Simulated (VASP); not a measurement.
# Cd7S (P-3m1) in VASP: notebook

Runs on Cd7S. Level: PBE. Tasks: relaxation of cell and atoms, relaxation of shape and atoms at fixed volume.

Everything below comes from runs of VASP 6.6.1. Logs are shortened: lines on timing, memory, paths and dates and some standing lists are left out, and cuts for length are marked.

## Step 1: The cell of the first run

The structure is trigonal, space group P-3m1 (No. 164). The conventional cell has a = 3.183 Å, b = 3.183 Å, c = 20.969 Å, α = 90.00°, β = 90.00°, γ = 120.00°. Within 3.7 Å of Cd (site symmetry 3m) lie 3 S at 2.79 Å and 9 Cd at 3.18 to 3.21 Å. Within 4.2 Å of Cd (site symmetry 3m) lie 12 Cd at 3.18 to 3.36 Å. Cd (site symmetry 3m) has 12 Cd at 3.18 to 3.46 Å within 4.2 Å. Cd (site symmetry -3m) has 12 Cd at 3.18 to 3.46 Å within 4.2 Å. Within 3.7 Å of S (site symmetry -3m) lie 6 Cd at 2.79 Å and 6 S at 3.18 Å.

## Step 2: Relaxation of cell and atoms, PBE

INCAR reads:

```
PREC     = Accurate       # precision mode
ENCUT    = 600            # plane-wave cutoff, eV
EDIFF    = 1E-6           # SCF threshold, eV
ISMEAR   = 0              # smearing method
SIGMA    = 0.1            # smearing width, eV
LREAL    = F              # projectors in reciprocal space
LASPH    = T              # aspherical terms in the spheres
NELM     = 100            # most SCF steps
ALGO     = Normal         # electronic algorithm
ISIF     = 3              # what is computed and relaxed
LWAVE    = F              # write WAVECAR
LCHARG   = F              # write CHGCAR
GGA      = PE             # functional
IBRION   = 2              # ionic algorithm
NSW      = 100            # ionic steps
EDIFFG   = -0.01          # ionic threshold
```

KPOINTS reads:

```
Automatic mesh
0
Gamma
  12 12 2
```

POSCAR reads:

```
Cd7S
1.0
    3.1825503798      0.0000000000      0.0000000000
   -1.5912751899      2.7561694778      0.0000000000
    0.0000000000      0.0000000000     20.9691911581
Cd S
7 1
Direct
    0.6666666667      0.3333333333      0.8997643683
    0.3333333333      0.6666666667      0.1002356317
    0.3333333333      0.6666666667      0.7739530207
    0.6666666667      0.3333333333      0.6398909021
    0.6666666667      0.3333333333      0.2260469793
    0.3333333333      0.6666666667      0.3601090979
    0.0000000000      0.0000000000      0.5000000000
    0.0000000000      0.0000000000      0.0000000000
```

Potentials or basis: VASP PAW PBE potentials, release 64 (Cd, S).

On the command line:

```console
> cat potpaw_PBE.64/Cd/POTCAR potpaw_PBE.64/S/POTCAR > POTCAR
> mpirun -np 1 vasp_std > vasp.out
```

OUTCAR:

```text
PREC = Accurate
   ENCUT = 600
   EDIFF = 1E-6
   ISMEAR = 0
   LREAL = F
   LASPH = T
   NELM = 100
   ISIF = 3
   GGA = PE
   IBRION = 2
   NSW = 100
   EDIFFG = -0.01

 ion  position               nearest neighbor table
   1  0.667  0.333  0.900-   8 2.79   8 2.79   8 2.79   3 3.21   3 3.21   3 3.21
   2  0.333  0.667  0.100-   8 2.79   8 2.79   8 2.79   5 3.21   5 3.21   5 3.21
   3  0.333  0.667  0.774-   1 3.21   1 3.21   1 3.21   4 3.36   4 3.36   4 3.36
   4  0.667  0.333  0.640-   3 3.36   3 3.36   3 3.36   7 3.46   7 3.46   7 3.46
   5  0.667  0.333  0.226-   2 3.21   2 3.21   2 3.21   6 3.36   6 3.36   6 3.36
   6  0.333  0.667  0.360-   5 3.36   5 3.36   5 3.36   7 3.46   7 3.46   7 3.46
   7  0.000  0.000  0.500-   4 3.46   6 3.46   4 3.46   6 3.46   4 3.46   6 3.46
   8  0.000  0.000  0.000-   1 2.79   2 2.79   1 2.79   2 2.79   1 2.79   2 2.79

  LATTYP: Found a hexagonal cell.
 ALAT       =     3.1825503798
 C/A-ratio  =     6.5888010104

  Lattice vectors:

 A1 = (   3.1825503798,   0.0000000000,   0.0000000000)
 A2 = (  -1.5912751899,   2.7561694778,   0.0000000000)
 A3 = (   0.0000000000,   0.0000000000,  20.9691911581)

Analysis of symmetry for initial positions (statically):
=====================================================================
 Subroutine PRICEL returns:
 Original cell was already a primitive cell.

 Routine SETGRP: Setting up the symmetry group for a
 hexagonal supercell.

 Subroutine GETGRP returns: Found 12 space group operations
 (whereof 12 operations were pure point group operations)
 out of a pool of 24 trial point group operations.

The static configuration has the point symmetry D_3d.

Analysis of symmetry for dynamics (positions and initial velocities):
=====================================================================
 Subroutine PRICEL returns:
 Original cell was already a primitive cell.

 Routine SETGRP: Setting up the symmetry group for a
 hexagonal supercell.

 Subroutine GETGRP returns: Found 12 space group operations
 (whereof 12 operations were pure point group operations)
 out of a pool of 24 trial point group operations.

The dynamic configuration has the point symmetry D_3d.

 Subroutine INISYM returns: Found 12 space group operations
 (whereof 12 operations are pure point group operations),
 and found     1 'primitive' translations

[... 129 lines left out ...]
  Thomas-Fermi vector in A             =   2.421891
   LORBIT       =      0    0 simple, 1 ext, 2 COOP (PROOUT), +10 PAW based schemes
   GGA     = PE    functional components
   LHFCALC =     F    Hartree Fock is set to
   AEXX    =    0.0000 exact exchange contribution
   IVDW    =     0    specifies the selected vdW correction
   LEPSILON=     F    determine dielectric tensor
   LRPA    =     F    only Hartree local field effects (RPA)
 conjugate gradient relaxation of ions
 non-spin polarized calculation
 Gauss-broadening in eV      SIGMA  =   0.10
  energy-cutoff  :      600.00
  volume of cell :      183.93
 maximum number of plane-waves:      6192
 NGX is ok and might be reduce to    28
   NGX = 13   NGY = 13   NGZ = 83

--------------------------------------- Ionic step        1  -------------------------------------------

 number of electron      90.0000019 magnetization

 Free energy of the ion-electron system (eV)
  ---------------------------------------------------
  ext. energy  EPLUGINS =         0.00000000
  ---------------------------------------------------
  free energy    TOTEN  =        -8.66357096 eV

  energy without entropy =       -8.64406760  energy(sigma->0) =       -8.65381928

------------------------ aborting loop because EDIFF is reached ----------------------------------------

  FORCE on cell =-STRESS in cart. coord.  units (eV):
  Direction    XX          YY          ZZ          XY          YZ          ZX
  --------------------------------------------------------------------------------------
  -------------------------------------------------------------------------------------
  Total        1.2100504      1.2100504     -2.8195305      0.0000000      0.0000000     -0.0000000
  in kB       10.5402562     10.5402562    -24.5597812      0.0000000      0.0000000     -0.0000000
  external PRESSURE =      -1.1597563 kB  Pullay stress =       0.0000000 kB
[... 107 lines left out ...]
  FREE ENERGIE OF THE ION-ELECTRON SYSTEM (eV)
  ---------------------------------------------------
  free  energy   TOTEN  =        -8.9452647482 eV

  energy  without entropy=       -8.9252469862  energy(sigma->0) =       -8.93525587

[... ionic steps 4 to 22 ...]

--------------------------------------- Ionic step       23  -------------------------------------------

 number of electron      89.9999991 magnetization

------------------------ aborting loop because EDIFF is reached ----------------------------------------
[... 79 lines left out ...]
--------------------------------------- Ionic step       25  -------------------------------------------

 number of electron      89.9999992 magnetization

 Free energy of the ion-electron system (eV)
  ---------------------------------------------------
  ext. energy  EPLUGINS =         0.00000000
  ---------------------------------------------------
  free energy    TOTEN  =        -9.69828142 eV

  energy without entropy =       -9.68684108  energy(sigma->0) =       -9.69256125

 E-fermi :   2.2166     XC(G=0): -10.2371

 val. band max:        2.1884581716   @ k =   0.1667   0.0000   0.0000
 cond. band min:       2.2494640892   @ k =   0.4167   0.1667   0.5000
 fundamental gap:      0.0610059176
 Fermi energy:         2.2166339735

 k-point     1 :       0.0000    0.0000    0.0000
  band No.  band energies     occupation
      1     -11.2786      2.00000
      2      -6.8718      2.00000
      3      -6.8411      2.00000
      4      -6.8139      2.00000
      5      -6.8139      2.00000
      6      -6.7573      2.00000
[... 1357 lines left out ...]
     53       6.9844      0.00000
     54       7.7464      0.00000

 [... further k-points ...]

------------------------ aborting loop because EDIFF is reached ----------------------------------------

  FORCE on cell =-STRESS in cart. coord.  units (eV):
  Direction    XX          YY          ZZ          XY          YZ          ZX
  --------------------------------------------------------------------------------------
  -------------------------------------------------------------------------------------
  Total       -0.0049775     -0.0049775     -0.0146923      0.0000000      0.0000000     -0.0000000
  in kB       -0.0414088     -0.0414088     -0.1222278      0.0000000      0.0000000     -0.0000000
  external PRESSURE =      -0.0683485 kB  Pullay stress =       0.0000000 kB
[... 23 lines left out ...]
  FREE ENERGIE OF THE ION-ELECTRON SYSTEM (eV)
  ---------------------------------------------------
  free  energy   TOTEN  =        -9.6982814227 eV

  energy  without entropy=       -9.6868410825  energy(sigma->0) =       -9.69256125

 reached required accuracy - stopping structural energy minimisation
```

Run time: 84 min. Hardware: 1 thread of AMD EPYC 9R45 (Zen 5), shared host; peak memory 0.6 GiB.

Results:

- Free energy: -9.6983 eV
- Relaxed volume: 24.07 Å³/atom
- Relaxed cell: a = 3.619 Å, b = 3.619 Å, c = 16.982 Å, α = 90.00°, β = 90.00°, γ = 120.00°
- Space group after relaxing (to 0.1 Å): P-3m1 (No. 164)
- Energy gained by relaxing: 129.3 meV/atom
- Ionic steps: 25
- Pressure after relaxing: 0.0 GPa
- Largest force after relaxing: 0.009 eV/Å
- Band gap on the k mesh: zero (bands 45 and 46 overlap by 1.83 eV)

Forces in eV/Å, atoms in the order of the input:
```
Cd   0.000  0.000 -0.001
Cd   0.000  0.000  0.001
Cd   0.000  0.000 -0.009
Cd   0.000  0.000 -0.001
Cd   0.000  0.000  0.009
Cd   0.000  0.000  0.001
Cd   0.000  0.000  0.000
S    0.000  0.000  0.000
```

Step by step:
| step | energy change (eV) | largest force (eV/Å) | pressure (GPa) | volume (Å³) |
| --- | --- | --- | --- | --- |
| 1 | 0.0000 | 0.0101 | -0.12 | 183.93 |
| 2 | -0.0612 | 0.0324 | 0.01 | 183.46 |
| 3 | -0.2817 | 0.1150 | 0.63 | 181.58 |
| 4 | -0.7760 | 0.2868 | 3.68 | 175.75 |
| 5 | -0.7485 | 0.3264 | 4.84 | 174.13 |
| 6 | -0.7685 | 0.3105 | 4.27 | 174.94 |
| 7 | -0.7935 | 0.3050 | 4.14 | 175.73 |
| 8 | -0.8523 | 0.2854 | 3.83 | 178.06 |
| 9 | -0.8802 | 0.2805 | 3.31 | 182.44 |
| 10 | -0.9278 | 0.2532 | 2.62 | 184.55 |
| 11 | -1.0090 | 0.1771 | 0.70 | 190.98 |
| 12 | -1.0181 | 0.1469 | 0.01 | 193.84 |
| 13 | -1.0182 | 0.1510 | -0.12 | 194.24 |
| 14 | -1.0200 | 0.1303 | -0.11 | 194.22 |
| 15 | -1.0242 | 0.0930 | -0.11 | 194.14 |
| 16 | -1.0277 | 0.0815 | -0.07 | 193.99 |
| 17 | -1.0291 | 0.0729 | -0.03 | 193.69 |
| 18 | -1.0323 | 0.0501 | 0.04 | 192.79 |
| 19 | -1.0323 | 0.0302 | 0.21 | 190.99 |
| 20 | -1.0333 | 0.0293 | 0.13 | 191.87 |
| 21 | -1.0339 | 0.0217 | -0.10 | 192.78 |
| 22 | -1.0339 | 0.0233 | -0.04 | 192.60 |
| 23 | -1.0345 | 0.0157 | -0.03 | 192.60 |
| 24 | -1.0346 | 0.0133 | -0.02 | 192.59 |
| 25 | -1.0347 | 0.0094 | -0.01 | 192.59 |

Final structure:
```
Cd S
1.0
     3.61871    0.00000    0.00000
    -1.80936    3.13390    0.00000
     0.00000    0.00000   16.98217
Cd S
7 1
Direct
  0.66667 0.33333 0.89950
  0.33333 0.66667 0.10050
  0.33333 0.66667 0.76892
  0.66667 0.33333 0.63544
  0.66667 0.33333 0.23108
  0.33333 0.66667 0.36456
  0.00000 0.00000 0.50000
  0.00000 0.00000 0.00000
```

Caveat: a cell axis changed by over 15 % at a fixed basis, so the end point is rough.

## Step 3: Relaxation of shape and atoms at fixed volume, PBE (24.68 Å³/atom)

This run uses another cell than the first one, of 24.68 Å³/atom.

INCAR reads:

```
SYSTEM = Cd7S
ALGO     = Fast           ! electronic algorithm
EDIFF    = 1E-6           ! SCF threshold, eV
EDIFFG   = -0.01          ! ionic threshold
ENCUT    = 600            ! plane-wave cutoff, eV
GGA      = PE             ! functional
IBRION   = 2              ! ionic algorithm
ISIF     = 4              ! what is computed and relaxed
ISMEAR   = 0              ! smearing method
LASPH    = .True.         ! aspherical terms in the spheres
LCHARG   = .False.        ! write CHGCAR
LREAL    = .False.        ! projectors in reciprocal space
LWAVE    = .False.        ! write WAVECAR
NELM     = 60             ! most SCF steps
NSW      = 50             ! ionic steps
PREC     = Accurate       ! precision mode
SIGMA    = 0.1            ! smearing width, eV
```

KPOINTS reads:

```
k-points
0
Gamma
  12 12 2
  0 0 0
```

POSCAR reads:

```
Cd7S
1.0
    3.6489962348      0.0000000000      0.0000000000
   -1.8244981174      3.1601234377      0.0000000000
    0.0000000000      0.0000000000     17.1197676089
Cd S
7 1
Direct
    0.6666666667      0.3333333333      0.8995208236
    0.3333333333      0.6666666667      0.1004791764
    0.3333333333      0.6666666667      0.7688043952
    0.6666666667      0.3333333333      0.6353817555
    0.6666666667      0.3333333333      0.2311956048
    0.3333333333      0.6666666667      0.3646182445
    0.0000000000      0.0000000000      0.5000000000
    0.0000000000      0.0000000000      0.0000000000
```

Potentials or basis: VASP PAW PBE potentials, release 64 (Cd, S).

On the command line:

```console
> cat potpaw_PBE.64/Cd/POTCAR potpaw_PBE.64/S/POTCAR > POTCAR
> mpirun -np 1 vasp_std > vasp.out
```

Run time: 44 min. Hardware: 1 thread of Oxide Virtual Turin-like, shared host; peak memory 0.57 GiB.

Results (log left out):

| Item | Value |
| --- | --- |
| Free energy | -9.6960 eV |
| Energy gained by relaxing | 0.6 meV/atom |
| Ionic steps | 7 |
| Pressure after relaxing | -0.6 GPa |
| Largest force after relaxing | 0.007 eV/Å |
| Band gap on the k mesh | zero (bands 45 and 46 overlap by 1.89 eV) |

Forces on the atoms (eV/Å):
```
Cd   0.000  0.000 -0.007
Cd   0.000  0.000  0.007
Cd   0.000  0.000  0.000
Cd   0.000  0.000 -0.004
Cd   0.000  0.000  0.000
Cd   0.000  0.000  0.004
Cd   0.000  0.000  0.000
S    0.000  0.000  0.000
```

The path:
| step | energy change (eV) | largest force (eV/Å) | pressure (GPa) | volume (Å³) |
| --- | --- | --- | --- | --- |
| 1 | 0.0000 | 0.0770 | -0.95 | 197.41 |
| 2 | -0.0018 | 0.0422 | -0.88 | 197.41 |
| 3 | -0.0040 | 0.0495 | -0.70 | 197.41 |
| 4 | -0.0044 | 0.0277 | -0.68 | 197.41 |
| 5 | -0.0049 | 0.0160 | -0.65 | 197.41 |
| 6 | -0.0049 | 0.0104 | -0.64 | 197.41 |
| 7 | -0.0050 | 0.0072 | -0.61 | 197.41 |

Final structure:
```cif
data_structure
_symmetry_space_group_name_H-M 'P 1'
_symmetry_Int_Tables_number 1
_cell_length_a 3.6795
_cell_length_b 3.6795
_cell_length_c 16.8367
_cell_angle_alpha 90.000
_cell_angle_beta 90.000
_cell_angle_gamma 120.000
_cell_volume 197.41
loop_
_atom_site_label
_atom_site_type_symbol
_atom_site_fract_x
_atom_site_fract_y
_atom_site_fract_z
_atom_site_occupancy
Cd1 Cd 0.66667 0.33333 0.89980 1
Cd2 Cd 0.33333 0.66667 0.10020 1
Cd3 Cd 0.33333 0.66667 0.76891 1
Cd4 Cd 0.66667 0.33333 0.63574 1
Cd5 Cd 0.66667 0.33333 0.23109 1
Cd6 Cd 0.33333 0.66667 0.36426 1
Cd7 Cd 0.00000 0.00000 0.50000 1
S1 S 0.00000 0.00000 0.00000 1
```

Levels at points of the mesh, in eV from the Fermi level:
```
           k point  band 42  band 43  band 44  band 45  band 46  band 47  band 48  band 49
(0.00, 0.00, 0.00)    -3.13    -0.90    -0.90    -0.32     1.39     4.08     4.87     6.78
(0.50, 0.00, 0.00)    -1.84    -1.79    -1.61    -1.31    -1.09     0.61     1.10     1.26
(0.00, 0.00, 0.50)    -1.74    -1.35    -0.90    -0.90     2.41     2.96     5.55     6.75
(0.50, 0.00, 0.50)    -2.17    -2.10    -1.79    -0.73    -0.24    -0.17     0.08     2.49
```

The gap in the log of VASP goes by the Fermi energy; the results here count the filled bands.